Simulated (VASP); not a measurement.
# Sc (Im-3m) in VASP: further runs

Runs on Sc. Level: LDA. Tasks: single point.

Everything below comes from runs of VASP 6.6.1. Logs are shortened: lines on timing, memory, paths and dates and some standing lists are left out, and cuts for length are marked.

## Step 1: The cell of the first run

Symmetry: Im-3m, No. 229, cubic system. Conventional cell: a = 3.574 Å, b = 3.574 Å, c = 3.574 Å, α = 90.00°, β = 90.00°, γ = 90.00°. Sc (site symmetry m-3m) has 14 Sc at 3.10 to 3.57 Å within 4.1 Å.

## Step 2: Single point, LDA

Contents of INCAR:

```
SYSTEM = Sc
PREC = Accurate ; ENCUT = 520
EDIFF = 1E-6 ; ISMEAR = -1
SIGMA = 0.05 ; LREAL = .FALSE.
LASPH = .TRUE. ; NELM = 80
ALGO = Normal ; ISIF = 2
LWAVE = .FALSE. ; LCHARG = .FALSE.
GGA = CA ; NBANDS = 18
```

Contents of KPOINTS:

```
Automatic mesh
0
G
  6 6 6
  0 0 0
```

Contents of POSCAR:

```
Sc
1.0
    3.5742822125      0.0000000000      0.0000000000
    0.0000000000      3.5742822125      0.0000000000
    0.0000000000      0.0000000000      3.5742822125
Sc
2
Direct
    0.0000000000      0.0000000000      0.0000000000
    0.5000000000      0.5000000000      0.5000000000
```

Potentials or basis: VASP PAW LDA potentials, release 64 (Sc_sv).

Command:

```sh
cat potpaw_LDA.64/Sc_sv/POTCAR > POTCAR
mpirun -np 1 vasp_std > vasp.out
```

OUTCAR:

```text
SYSTEM = Sc
   PREC = Accurate
   ENCUT = 520
   EDIFF = 1E-6
   ISMEAR = -1
   LREAL = .FALSE.
   LASPH = .TRUE.
   NELM = 80
   ISIF = 2
   GGA = CA

 ion  position               nearest neighbor table
   1  0.000  0.000  0.000-   2 3.10   2 3.10   2 3.10   2 3.10   2 3.10   2 3.10   2 3.10   2 3.10

   2  0.500  0.500  0.500-   1 3.10   1 3.10   1 3.10   1 3.10   1 3.10   1 3.10   1 3.10   1 3.10

  LATTYP: Found a simple cubic cell.
 ALAT       =     3.5742822125

  Lattice vectors:

 A1 = (   3.5742822125,   0.0000000000,   0.0000000000)
 A2 = (   0.0000000000,   3.5742822125,   0.0000000000)
 A3 = (   0.0000000000,   0.0000000000,   3.5742822125)

Analysis of symmetry for initial positions (statically):
=====================================================================
 Subroutine PRICEL returns following result:

  LATTYP: Found a body centered cubic cell.
 ALAT       =     3.5742822125

  Lattice vectors:

 A1 = (   1.7871411063,   1.7871411063,  -1.7871411063)
 A2 = (  -1.7871411063,   1.7871411063,   1.7871411063)
 A3 = (   1.7871411063,  -1.7871411063,   1.7871411063)

   2 primitive cells build up your supercell.

 Routine SETGRP: Setting up the symmetry group for a
 simple cubic supercell.

 Subroutine GETGRP returns: Found 48 space group operations
 (whereof 48 operations were pure point group operations)
 out of a pool of 48 trial point group operations.

The static configuration has the point symmetry O_h .

Analysis of symmetry for dynamics (positions and initial velocities):
=====================================================================
 Subroutine PRICEL returns following result:

  LATTYP: Found a body centered cubic cell.
 ALAT       =     3.5742822125

  Lattice vectors:

 A1 = (   1.7871411063,   1.7871411063,  -1.7871411063)
 A2 = (  -1.7871411063,   1.7871411063,   1.7871411063)
 A3 = (   1.7871411063,  -1.7871411063,   1.7871411063)

   2 primitive cells build up your supercell.

 Routine SETGRP: Setting up the symmetry group for a
 simple cubic supercell.

 Subroutine GETGRP returns: Found 48 space group operations
 (whereof 48 operations were pure point group operations)
 out of a pool of 48 trial point group operations.

The dynamic configuration has the point symmetry O_h .

 Subroutine INISYM returns: Found 48 space group operations
 (whereof 48 operations are pure point group operations),
 and found     2 'primitive' translations

----------------------------------------------------------------------------------------

                                     Primitive cell

  volume of cell :      22.8316

  direct lattice vectors                    reciprocal lattice vectors
     1.787141106  1.787141106 -1.787141106     0.279776453  0.279776453  0.000000000
    -1.787141106  1.787141106  1.787141106     0.000000000  0.279776453  0.279776453
     1.787141106 -1.787141106  1.787141106     0.279776453  0.000000000  0.279776453

  length of vectors
     3.095419196  3.095419196  3.095419196     0.395663654  0.395663654  0.395663654

  position of ions in fractional coordinates (direct lattice)
     0.000000000  0.000000000  0.000000000

  ion indices of the primitive-cell ions
   primitive index   ion index
                 1           1

----------------------------------------------------------------------------------------

 KPOINTS: Automatic mesh

Automatic generation of k-mesh.
 Grid dimensions read from file:
 generate k-points for:    6    6    6

 Generating k-lattice:

  Cartesian coordinates                     Fractional coordinates (reciprocal lattice)
     0.046629409  0.000000000  0.000000000     0.166666667  0.000000000  0.000000000
     0.000000000  0.046629409  0.000000000     0.000000000  0.166666667  0.000000000
     0.000000000  0.000000000  0.046629409     0.000000000  0.000000000  0.166666667

  Length of vectors
     0.046629409  0.046629409  0.046629409

  Shift w.r.t. Gamma in fractional coordinates (k-lattice)
     0.000000000  0.000000000  0.000000000

 Subroutine IBZKPT returns following result:
 ===========================================

 Found     20 irreducible k-points:

 Following reciprocal coordinates:
            Coordinates               Weight
  0.000000  0.000000  0.000000      1.000000
  0.166667  0.000000  0.000000      6.000000
  0.333333  0.000000  0.000000      6.000000
  0.500000  0.000000  0.000000      3.000000
  0.166667  0.166667  0.000000     12.000000
  0.333333  0.166667  0.000000     24.000000
[... 12 lines left out ...]
  0.500000  0.500000  0.333333      6.000000
  0.500000  0.500000  0.500000      1.000000
   k-points           NKPTS =     20   k-points in BZ     NKDIM =     20   number of bands    NBANDS=     18
   number of dos      NEDOS =    301   number of ions     NIONS =      2
   total plane-waves  NPLWV =  21952
   dimension x,y,z NGX =    28 NGY =   28 NGZ =   28
   dimension x,y,z NGXF=    56 NGYF=   56 NGZF=   56
   ions per type =               2
   NGX,Y,Z   is equivalent  to a cutoff of  13.02, 13.02, 13.02 a.u.
   NGXF,Y,Z  is equivalent  to a cutoff of  26.05, 26.05, 26.05 a.u.
 SYSTEM =  Sc
   PREC   = accura    normal or accurate (medium, high low for compatibility)
   ISTART =      0    job   : 0-new  1-cont  2-samecut
   ICHARG =      2    charge: 1-file 2-atom 10-const
   ISPIN  =      1    spin polarized calculation?
   LNONCOLLINEAR =      F non collinear calculations
   LSORBIT =      F    spin-orbit coupling
   LASPH  =      T    aspherical Exc in radial PAW
   ENCUT  =  520.0 eV  38.22 Ry    6.18 a.u.   6.65  6.65  6.65*2*pi/ulx,y,z
   NELM   =     80;   NELMIN=  2; NELMDL= -5     # of ELM steps
   EDIFF  = 0.1E-05   stopping-criterion for ELM
   LREAL  =      F    real-space projection
   EDIFFG = 0.1E-04   stopping-criterion for IOM
   NSW    =      0    number of steps for IOM
   IBRION =     -1    ionic relax: 0-MD 1-quasi-New 2-CG
   NFREE  =      0    steps in history (QN), initial steepest desc. (CG)
   ISIF   =      2    stress and relaxation
   ISYM   =      2    0-nonsym 1-usesym 2-fastsym
   POTIM  = 0.5000    time-step for ionic-motion
   TEBEG  =    0.0;   TEEND  =   0.0 temperature during run
   PSTRESS=    0.0 pullay stress
   NELECT =      22.0000    total number of electrons
   NUPDOWN=      -1.0000    fix difference up-down
   EMIN   =  10.00;   EMAX   =-10.00  energy-range for DOS
   EFERMI =   0.00;   METHOD = LEGACY
   ISMEAR =    -1;   SIGMA  =   0.05  broadening in eV -4-tet -1-fermi 0-gaus
   EFERMI_NEDOS =   21; number of points for ismear=-14 and -15
   IALGO  =     38    algorithm
   IMIX   =      4    mixing-type and parameters
     AMIX     =   0.40;   BMIX     =  1.00
     AMIX_MAG =   1.60;   BMIX_MAG =  1.00
  volume/ion in A,a.u.               =      22.83       154.08
  Fermi-wavevector in a.u.,A,eV,Ry     =   1.283395  2.425264 22.410180  1.647102
  Thomas-Fermi vector in A             =   2.415650
   LORBIT       =      0    0 simple, 1 ext, 2 COOP (PROOUT), +10 PAW based schemes
   GGA     = CA    functional components
   LHFCALC =     F    Hartree Fock is set to
   AEXX    =    0.0000 exact exchange contribution
   IVDW    =     0    specifies the selected vdW correction
   LEPSILON=     F    determine dielectric tensor
   LRPA    =     F    only Hartree local field effects (RPA)
 non-spin polarized calculation
  energy-cutoff  :      520.00
  volume of cell :       45.66
 maximum number of plane-waves:      1253
 NGX is ok and might be reduce to    28
   NGX = 13   NGY = 13   NGZ = 13

 number of electron      22.0000002 magnetization

 Free energy of the ion-electron system (eV)
  ---------------------------------------------------
  ext. energy  EPLUGINS =         0.00000000
  ---------------------------------------------------
  free energy    TOTEN  =       -13.22950508 eV

  energy without entropy =      -13.18375396  energy(sigma->0) =      -13.20662952

 E-fermi :   4.0444     XC(G=0): -10.4693

 val. band max:        4.0323737170   @ k =   0.5000   0.5000   0.3333
 cond. band min:       4.0638214600   @ k =   0.5000   0.3333   0.3333
 fundamental gap:      0.0314477430
 Fermi energy:         4.0444012418

 k-point     1 :       0.0000    0.0000    0.0000
  band No.  band energies     occupation
      1     -44.7612      2.00000
      2     -44.6017      2.00000
      3     -23.8139      2.00000
      4     -23.8139      2.00000
      5     -23.8139      2.00000
      6     -23.4497      2.00000
[... 10 lines left out ...]
     17       8.2055      0.00000
     18       8.2055      0.00000

 k-point     2 :       0.1667    0.0000    0.0000
  band No.  band energies     occupation
      1     -44.7489      2.00000
      2     -44.6108      2.00000
      3     -23.8137      2.00000
      4     -23.7882      2.00000
      5     -23.7882      2.00000
      6     -23.4994      2.00000
[... 10 lines left out ...]
     17       7.3879      0.00000
     18       7.3884      0.00000

 k-point     3 :       0.3333    0.0000    0.0000
  band No.  band energies     occupation
      1     -44.7164      2.00000
      2     -44.6366      2.00000
      3     -23.7956      2.00000
      4     -23.7187      2.00000
      5     -23.7187      2.00000
      6     -23.6154      2.00000
[... 10 lines left out ...]
     17       6.3406      0.00000
     18       7.4587      0.00000

 k-point     4 :       0.5000    0.0000    0.0000
  band No.  band energies     occupation
      1     -44.6749      2.00000
      2     -44.6749      2.00000
      3     -23.7298      2.00000
      4     -23.7298      2.00000
      5     -23.6261      2.00000
      6     -23.6261      2.00000
[... 10 lines left out ...]
     17       6.7530      0.00000
     18       6.7532      0.00000

 k-point     5 :       0.1667    0.1667    0.0000
  band No.  band energies     occupation
      1     -44.7380      2.00000
      2     -44.6183      2.00000
      3     -23.8554      2.00000
      4     -23.7655      2.00000
      5     -23.7261      2.00000
      6     -23.5862      2.00000
[... 10 lines left out ...]
     17       6.8167      0.00000
     18       7.1330      0.00000

 k-point     6 :       0.3333    0.1667    0.0000
  band No.  band energies     occupation
      1     -44.7094      2.00000
      2     -44.6402      2.00000
      3     -23.8705      2.00000
      4     -23.7170      2.00000
      5     -23.7045      2.00000
      6     -23.6393      2.00000
[... 10 lines left out ...]
     17       6.7241      0.00000
     18       7.4258      0.00000

 k-point     7 :       0.5000    0.1667    0.0000
  band No.  band energies     occupation
      1     -44.6731      2.00000
      2     -44.6731      2.00000
      3     -23.8248      2.00000
      4     -23.8248      2.00000
      5     -23.6238      2.00000
      6     -23.6238      2.00000
[... 10 lines left out ...]
     17       7.4259      0.00000
     18       7.5178      0.00000

 k-point     8 :       0.3333    0.3333    0.0000
  band No.  band energies     occupation
      1     -44.6913      2.00000
      2     -44.6513      2.00000
      3     -23.9373      2.00000
      4     -23.8501      2.00000
      5     -23.6670      2.00000
      6     -23.5756      2.00000
[... 10 lines left out ...]
     17       7.2962      0.00000
     18       7.5558      0.00000
[... 145 lines left out ...]
     17       7.4911      0.00000
     18       7.4911      0.00000

 k-point    16 :       0.5000    0.5000    0.1667
  band No.  band energies     occupation
      1     -44.6660      2.00000
      2     -44.6660      2.00000
      3     -23.9415      2.00000
      4     -23.9415      2.00000
      5     -23.6405      2.00000
      6     -23.6405      2.00000
[... 10 lines left out ...]
     17       7.4530      0.00000
     18       7.4530      0.00000

 k-point    17 :       0.3333    0.3333    0.3333
  band No.  band energies     occupation
      1     -44.6761      2.00000
      2     -44.6561      2.00000
      3     -23.8654      2.00000
      4     -23.8122      2.00000
      5     -23.8122      2.00000
      6     -23.5693      2.00000
[... 10 lines left out ...]
     17       7.3128      0.00000
     18       7.3128      0.00000

 k-point    18 :       0.5000    0.3333    0.3333
  band No.  band energies     occupation
      1     -44.6643      2.00000
      2     -44.6643      2.00000
      3     -23.8624      2.00000
      4     -23.8624      2.00000
      5     -23.6895      2.00000
      6     -23.6895      2.00000
[... 10 lines left out ...]
     17       7.4528      0.00000
     18       7.4528      0.00000

 k-point    19 :       0.5000    0.5000    0.3333
  band No.  band energies     occupation
      1     -44.6626      2.00000
      2     -44.6626      2.00000
      3     -23.8431      2.00000
      4     -23.8431      2.00000
      5     -23.6873      2.00000
      6     -23.6873      2.00000
[... 10 lines left out ...]
     17       7.4821      0.00000
     18       7.4821      0.00000

 k-point    20 :       0.5000    0.5000    0.5000
  band No.  band energies     occupation
      1     -44.6609      2.00000
      2     -44.6609      2.00000
      3     -23.7105      2.00000
      4     -23.7105      2.00000
      5     -23.7105      2.00000
      6     -23.7105      2.00000
[... 10 lines left out ...]
     17       7.4967      0.00000
     18       7.4967      0.00000

------------------------ aborting loop because EDIFF is reached ----------------------------------------

  FORCE on cell =-STRESS in cart. coord.  units (eV):
  Direction    XX          YY          ZZ          XY          YZ          ZX
  --------------------------------------------------------------------------------------
  -------------------------------------------------------------------------------------
  Total        0.0201472      0.0201472      0.0201472      0.0000000      0.0000000     -0.0000000
  in kB        0.7069011      0.7069011      0.7069011      0.0000000      0.0000000     -0.0000000
  external PRESSURE =       0.7069011 kB  Pullay stress =       0.0000000 kB

 VOLUME and BASIS-vectors are now :
 -----------------------------------------------------------------------------
  energy-cutoff  :      520.00
  volume of cell :       45.66
      direct lattice vectors                 reciprocal lattice vectors
     3.574282212  0.000000000  0.000000000     0.279776453  0.000000000  0.000000000
     0.000000000  3.574282212  0.000000000     0.000000000  0.279776453  0.000000000
     0.000000000  0.000000000  3.574282212     0.000000000  0.000000000  0.279776453

 POSITION                                       TOTAL-FORCE (eV/Angst)
 -----------------------------------------------------------------------------------
      0.00000      0.00000      0.00000         0.000000     -0.000000      0.000000
      1.78714      1.78714      1.78714        -0.000000      0.000000     -0.000000
 -----------------------------------------------------------------------------------
    total drift:                                0.000000      0.000000      0.000000

  FREE ENERGIE OF THE ION-ELECTRON SYSTEM (eV)
  ---------------------------------------------------
  free  energy   TOTEN  =       -13.2295050756 eV

  energy  without entropy=      -13.1837539587  energy(sigma->0) =      -13.20662952
```

It took 15 s on 1 thread of Intel Xeon Platinum 8259CL at 2.50GHz (Skylake/Cascade Lake), shared host; peak memory 0.14 GiB.

What came out:

```yaml
Free_energy: -13.2295 eV
Pressure: 0.1 GPa
Band_gap_on_the_k_mesh: zero (band 11 reaches 4.56 eV, above the bottom of band 12 at 3.80 eV)
```

## Step 3: Single point, LDA

Contents of INCAR:

```
ALGO = Normal
EDIFF = 1E-7
ENCUT = 520
GGA = CA
ISIF = 2
ISMEAR = -1
LASPH = T
LCHARG = F
LREAL = F
LWAVE = F
NBANDS = 18
NELM = 100
PREC = Accurate
SIGMA = 0.05
```

Contents of KPOINTS:

```
k-points
0
Gamma
  6 6 6
```

POSCAR is that of step 2.

Potentials or basis: VASP PAW LDA potentials, release 64 (Sc_sv).

Command:

```sh
cat potpaw_LDA.64/Sc_sv/POTCAR > POTCAR
mpirun -np 1 vasp_std > vasp.out
```

Wall time 16 s (1 thread of Intel Xeon Platinum 8259CL at 2.50GHz (Skylake/Cascade Lake), shared host); peak memory 0.14 GiB.

Results (log left out):

```
Free energy            : -13.2295 eV
Pressure               : 0.1 GPa
Band gap on the k mesh : zero (band 11 reaches 4.56 eV, above the bottom of band 12 at 3.80 eV)
```

Levels at points of the mesh, in eV from the Fermi level:
```
           k point  band 7  band 8  band 9  band 10  band 11  band 12  band 13  band 14  band 15  band 16
(0.00, 0.00, 0.00)  -27.49  -27.49   -5.34    -1.41    -1.41     1.46     1.46     1.46     3.06     3.06
(0.50, 0.00, 0.00)  -27.67  -27.67   -2.42    -2.42     0.51     0.51     1.64     1.64     1.64     1.64
(0.50, 0.50, 0.00)  -27.50  -27.50   -1.92    -1.92     0.18     0.18     0.71     0.71     3.02     3.02
(0.50, 0.50, 0.50)  -27.76  -27.76   -0.25    -0.25    -0.25    -0.25    -0.25    -0.25     3.45     3.45
```
